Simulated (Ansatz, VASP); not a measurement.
**One calculation of Pb, two programs**

Contents of INCAR:

```
SYSTEM = Pb
  ALGO = Normal
  EDIFF = 1E-7
  ENCUT = 520
  GGA = PS
  ISIF = 2
  ISMEAR = 0
  LASPH = .True.
  LCHARG = .True.
  LELF = .True.
  LREAL = .False.
  LVHAR = .True.
  LWAVE = .False.
  NBANDS = 13
  NELM = 60
  PREC = Accurate
  SIGMA = 0.15
```

The input KPOINTS:

```
k-points
0
Gamma
  16 16 16
  0 0 0
```

POSCAR

```
Pb
1.0
    0.0000000000      2.4080550000      2.5932900000
    2.4080550000      0.0000000000      2.5932900000
    2.4080550000      2.4080550000      0.0000000000
Pb
1
Direct
    0.0000000000      0.0000000000      0.0000000000
```

Input for Ansatz:

```yaml
crystal:
  lattice:
    - [0.0, 2.408055, 2.59329]
    - [2.408055, 0.0, 2.59329]
    - [2.408055, 2.408055, 0.0]
  atoms:
    - { symbol: Pb, position: [0.0, 0.0, 0.0] }
basis:
  ecutwfc: 420
kpoints:
  mp_grid: { grid: [16, 16, 16] }
hamiltonian:
  xc: pbesol
scf:
  occupations: { method: gaussian, width: 0.15 }
output:
  forces: true
  stress: true
  eigenvalues: true
```

Change from the starting cell: strain -0.025 along x and y, +0.050 along z, atoms carried along.

Alike in both runs: task single point; functional PBEsol; k mesh 16 × 16 × 16; occupations gaussian, width 0.15 eV; no spin polarisation.

|  | VASP | Ansatz |
| --- | --- | --- |
| version | VASP 6.6.1 | Ansatz 0.2.0 |
| potentials or method | VASP PAW PBE potentials, release 64 (Pb_d), cutoff 520 eV | scalar-relativistic, plane waves, PAW |
| valence electrons in the cell | 14 | 14 |

|  | VASP | Ansatz | Ansatz less VASP |
| --- | --- | --- | --- |
| gap on the k mesh at the Fermi level (eV) | none | none | - |
| pressure (GPa) | -0.1 | 0.0 | +0.08 |
| traceless stress, the component that is largest in VASP (GPa) | -0.80 | -0.81 | -0.004 |

VASP's potentials were made for PBE, not for PBEsol. A gap of «none» marks a metal or a gap that the smearing closes.

Spin-orbit coupling is off throughout.
